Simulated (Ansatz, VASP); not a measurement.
## One calculation of Ge, two programs

```
Ge
1.0
     0.00000    2.83822    2.83822
     2.83822    0.00000    2.83822
     2.83822    2.83822    0.00000
Ge
2
Direct
  0.50000 0.50000 0.50000
  0.75000 0.75000 0.75000
```

Alike in both runs: functional PBEsol; k mesh 12 × 12 × 12; occupations fermi-dirac, width 0.08 eV; no spin polarisation.

Ansatz relaxed the structure, and its values are those at the end. VASP's run is a single point on that final structure, the one shown.

|  | VASP | Ansatz |
| --- | --- | --- |
| version | VASP 6.6.1 | Ansatz 0.2.0 |
| potentials or method | VASP PAW PBE potentials, release 64 (Ge_d) | PAW with Ansatz's default frozen-core files, scalar-relativistic |
| plane-wave cutoff (eV) | 520 | 420 |
| valence electrons in the cell | 28 | 28 |

```tsv
	VASP	Ansatz	Ansatz less VASP
pressure (GPa)	-0.1	0.0	+0.10
```

VASP's potentials were made for PBE, not for PBEsol.
